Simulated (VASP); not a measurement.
Runs of VASP 6.6.1 on BAs. The structure is that of space group F-43m (No. 216), or close to it. The cells are those of the table. 

```csv
task,level,cell,gap on the mesh (eV),pressure (GPa)
single point,PBE,"a = 3.309 Å, angles 60.0°, 2 atoms",(b),13.7
electric field gradients,PBEsol,"a = 3.378 Å, angles 60.0°, 2 atoms",1.09,(a)
relaxation of the atoms,PBE,"atoms relaxed from a = 3.444 Å, angles 60.0°, 2 atoms",1.24,-4.1
electric field gradients,PBE,"a = 3.378 Å, angles 60.0°, 2 atoms",1.19,3.4
single point,PBE,"a = 3.378 Å, angles 60.0°, 2 atoms",1.19,3.4
```

Alike in all rows: potentials or basis VASP PAW PBE potentials, release 64 (B, As); no spin polarisation; k mesh 16 × 16 × 16; cutoff (eV) 520; smearing fermi-dirac 0.02 eV.

Task: Fill in the values left out.

Result: (a) 0.1; (b) 1.13.

Caveats: the PAW data sets were made with another functional, which shifts forces and pressure a little (some runs); the relaxation stopped at its first step, so nothing moved (some runs).

A k mesh can miss the band edges, and the runs leave out spin-orbit coupling on As.
